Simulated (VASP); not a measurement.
Here is a VASP 6.6.1 calculation.

The input INCAR:

```
SYSTEM = Si16C
PREC = Accurate ; ENCUT = 520
EDIFF = 1E-6 ; ISMEAR = 0
SIGMA = 0.05 ; LREAL = Auto
LASPH = .TRUE. ; NELM = 150
ALGO = Normal ; ISIF = 2
LWAVE = .FALSE. ; LCHARG = .FALSE.
ISPIN = 2 ; MAGMOM = 0 0 0 0 0 0 0 0 0 0 0 0 0 0 0 0 1
LORBIT = 11 ; GGA = PE
IVDW = 12 ; NBANDS = 52
```

File KPOINTS:

```
regular mesh
0
G
  2 2 2
  0 0 0
```

Contents of POSCAR:

```
Si16C
1.0
    0.0000000000      5.4300000000      5.4300000000
    5.4300000000      0.0000000000      5.4300000000
    5.4300000000      5.4300000000      0.0000000000
Si C
16 1
Direct
   -0.0228167529     -0.0241544281     -0.0243435785
    0.1545230144      0.0652970611      0.0663608266
   -0.0222329053      0.0455100121      0.4951310272
    0.1281137221      0.1409955234      0.6163649222
   -0.0222471911      0.4956920630      0.0452676132
    0.1281761225      0.6165521791      0.1410000047
   -0.0082480901      0.5148894800      0.5149067756
    0.0981805717      0.6493280542      0.6489772893
    0.5015125379      0.0018480515      0.0015977754
    0.6106016784      0.1347347831      0.1347083180
    0.5012206176      0.0054808281      0.5073486192
    0.6095389090      0.1436973125      0.6338013619
    0.5012997312      0.5073838798      0.0053942144
    0.6094617885      0.6340414058      0.1435802830
    0.4729718819      0.5172503806      0.5171449691
    0.6172520958      0.6320756831      0.6319908215
    0.9671719683      0.2280022307      0.2276023571
```

Potentials or basis: VASP PAW PBE potentials, release 64 (Si, C).

The run is started by

```console
$ cat potpaw_PBE.64/Si/POTCAR potpaw_PBE.64/C/POTCAR > POTCAR
$ mpirun -np 1 vasp_std > vasp.out
```

Predict the largest force.

0.029 eV/Å.

Predict the dispersion energy per atom.

-0.313 eV.

What does it give for the band gap on the k mesh?

Zero (filled and empty bands overlap).

What does it give for the pressure?

1.5 GPa.

Forces in eV/Å, atoms in the order of the input:
```
Si   0.007  0.008  0.006
Si  -0.022 -0.013 -0.002
Si   0.009  0.009 -0.010
Si   0.007 -0.005 -0.004
Si  -0.003 -0.005 -0.005
Si   0.005 -0.005 -0.005
Si  -0.004  0.004  0.007
Si  -0.009  0.000 -0.004
Si   0.004 -0.001 -0.002
Si  -0.008 -0.006 -0.004
Si   0.002  0.000  0.000
Si   0.000 -0.005  0.007
Si   0.004  0.000  0.001
Si  -0.005  0.010 -0.005
Si   0.000 -0.003  0.001
Si  -0.004  0.001 -0.001
C    0.018  0.009  0.020
```

Caveat: the k points lie up to 0.50 Å⁻¹ apart, too coarse for converged energies and pressures of a metal.
